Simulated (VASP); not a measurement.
# ZrPd2Se5: single point with PBE

Crystal: ZrPd2Se5.

```xyz
16
Lattice="2.5933 -6.2550 0.0000 2.5933 6.2550 0.0000 0.0000 0.0000 12.4133" Properties=species:S:1:pos:R:3 pbc="T T T"
Zr    2.5933    3.7229    3.1033
Zr    2.5933   -3.7229    9.3100
Pd    2.5933   -4.3713    5.5417
Pd    2.5933   -4.3713    0.6650
Pd    2.5933    4.3713    6.8716
Pd    2.5933    4.3713   11.7484
Se    2.5933    5.7273    4.7115
Se    2.5933    2.2541    5.5125
Se    2.5933    5.7273    1.4952
Se    2.5933    2.2541    0.6942
Se    2.5933   -5.7273    7.7018
Se    2.5933   -2.2541    6.9009
Se    2.5933   -5.7273   10.9182
Se    2.5933   -2.2541   11.7191
Se    2.5933    3.2856    9.3100
Se    2.5933   -3.2856    3.1033
```

* Program: VASP 6.6.1
* Task: single point
* Functional: PBE
* Potentials or basis: VASP PAW PBE potentials, release 64 (Zr_sv, Pd, Se)
* Cutoff: 520 eV
* k mesh: 3 × 3 × 1
* Occupations: gaussian, width 0.15 eV
* Spin: no spin polarisation
* Dipole correction: no
* Further INCAR settings: LREAL = Auto; ALGO = Normal; EDIFF = 1e-06; NBANDS = 76

- Pressure: -0.1 GPa
- Largest force: 0.080 eV/Å
- Band gap on the k mesh: zero (bands 62 and 63 overlap by 0.77 eV)

Forces on the atoms (eV/Å):
```
Zr   0.000 -0.063  0.000
Zr   0.000  0.063  0.000
Pd   0.000 -0.030 -0.074
Pd   0.000 -0.030  0.074
Pd   0.000  0.030  0.074
Pd   0.000  0.030 -0.074
Se   0.000  0.059 -0.004
Se   0.000 -0.062  0.004
Se   0.000  0.059  0.004
Se   0.000 -0.062 -0.004
Se   0.000 -0.059  0.004
Se   0.000  0.062 -0.004
Se   0.000 -0.059 -0.004
Se   0.000  0.062  0.004
Se   0.000 -0.014  0.000
Se   0.000  0.014  0.000
```

Stress tensor (GPa, compression positive):
```
 0.12  0.00  0.00
 0.00  0.10  0.00
 0.00  0.00 -0.41
```

Levels at points of the mesh, in eV from the Fermi level:
| k point | band 59 | band 60 | band 61 | band 62 | band 63 | band 64 | band 65 | band 66 |
| --- | --- | --- | --- | --- | --- | --- | --- | --- |
| (0.00, 0.00, 0.00) | -0.97 | -0.71 | -0.60 | -0.55 | -0.41 | 0.06 | 0.07 | 0.64 |

Wall time 3 min on 1 thread of Intel(R) Xeon(R) 6975P-C (Granite Rapids), with other jobs on the host, peak memory 0.54 GiB.

Caveat: the k points lie up to 0.51 Å⁻¹ apart, too coarse for converged energies and pressures of a metal.
